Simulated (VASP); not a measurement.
Write the native input for VASP 6.6.1 that does the following.

| Item | Value |
| --- | --- |
| Task | single point |
| Functional | PBE |
| Potentials or basis | VASP PAW PBE potentials, release 64 (Cd) |
| Cutoff | 520 eV |
| k mesh | 14 × 14 × 13 |
| Occupations | fermi-dirac, width 0.1 eV |
| Spin | no spin polarisation |
| Dipole correction | no |
| k mesh for the DOS | 21 × 21 × 20 |
| Occupations for the DOS | tetrahedron |
| Further INCAR settings | ALGO = Normal; EDIFF = 1e-06 |

Crystal: Cd.

```
Cd
1.0
     2.37774    0.00000    0.00000
    -1.18887    2.05919    0.00000
     0.00000    0.00000    2.32072
Cd
1
Direct
  0.00000 0.00000 0.00000
```

This isn't the form of Cd at room conditions, which is hcp.

The input as run:

POSCAR

```
Cd
1.0
    2.3777440192      0.0000000000      0.0000000000
   -1.1888720096      2.0591867243      0.0000000000
    0.0000000000      0.0000000000      2.3207244168
Cd
1
Direct
    0.0000000000      0.0000000000      0.0000000000
```

INCAR.step1

```
SYSTEM = Cd
PREC     = Accurate       ! precision mode
ENCUT    = 520            ! plane-wave cutoff, eV
EDIFF    = 1E-6           ! SCF threshold, eV
ISMEAR   = -1             ! smearing method
SIGMA    = 0.1            ! smearing width, eV
LREAL    = .FALSE.        ! projectors in reciprocal space
LASPH    = .TRUE.         ! aspherical terms in the spheres
NELM     = 60             ! most SCF steps
ALGO     = Normal         ! electronic algorithm
ISIF     = 2              ! what is computed and relaxed
LWAVE    = .FALSE.        ! write WAVECAR
LCHARG   = .TRUE.         ! write CHGCAR
GGA      = PE             ! functional
NBANDS   = 12             ! bands
```

KPOINTS.step1

```
Automatic mesh
0
G
  14 14 13
  0 0 0
```

INCAR.step2

```
SYSTEM = Cd
PREC     = Accurate       ! precision mode
ENCUT    = 520            ! plane-wave cutoff, eV
EDIFF    = 1E-6           ! SCF threshold, eV
ISMEAR   = -5             ! smearing method
SIGMA    = 0.1            ! smearing width, eV
LREAL    = .FALSE.        ! projectors in reciprocal space
LASPH    = .TRUE.         ! aspherical terms in the spheres
NELM     = 60             ! most SCF steps
ALGO     = Normal         ! electronic algorithm
ISIF     = 2              ! what is computed and relaxed
LWAVE    = .FALSE.        ! write WAVECAR
LCHARG   = .FALSE.        ! write CHGCAR
GGA      = PE             ! functional
LORBIT   = 11             ! projections on sites
NEDOS    = 2001           ! points of the DOS
ICHARG   = 11             ! starting density
```

KPOINTS.step2

```
Automatic mesh
0
G
  21 21 20
  0 0 0
```

Potentials or basis: VASP PAW PBE potentials, release 64 (Cd).

Run with:

```sh
$ cat potpaw_PBE.64/Cd/POTCAR > POTCAR
$ cp INCAR.step1 INCAR
$ cp KPOINTS.step1 KPOINTS
$ mpirun -np 1 vasp_std > vasp.out
$ cp INCAR.step2 INCAR
$ cp KPOINTS.step2 KPOINTS
$ mpirun -np 1 vasp_std > vasp.out
```

It gave:

* Valence electrons inside the program's atomic spheres: Cd 11.35

Wall time 51 s on 1 thread of AMD EPYC 7R43 64-Core Processor (Zen 3), on a shared host, peak memory 0.15 GiB.
